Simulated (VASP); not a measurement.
The system is InP.

```
In P
1.0
     0.00000    2.91083    2.91083
     2.91083    0.00000    2.91083
     2.91083    2.91083    0.00000
In P
1 1
Direct
  0.00000 0.00000 0.00000
  0.75000 0.75000 0.75000
```

Base run:

```yaml
Program: VASP 6.6.1
Functional: RPBE
Dispersion: D4
Potentials_or_basis: VASP PAW PBE potentials, release 64 (In_d, P)
Cutoff: 520 eV
k_mesh: 8 × 8 × 8
Occupations: fermi-dirac, width 0.05 eV
Spin: no spin polarisation
```

Its results: band gap on the k mesh 0.95 eV, direct; pressure 2.2 GPa.

Question: The run is repeated on the same cell with these changes: functional from RPBE to r2SCAN. What comes out?

Answer: Band gap on the k mesh 1.29 eV, direct; pressure 2.4 GPa.

r2SCAN gives the wider gap, since meta-GGAs in the generalised Kohn-Sham scheme recover part of the derivative discontinuity.

Caveats: the PAW data sets were made with another functional, which shifts forces and pressure a little; spin-orbit coupling is left out, which moves the levels of the heavy elements.

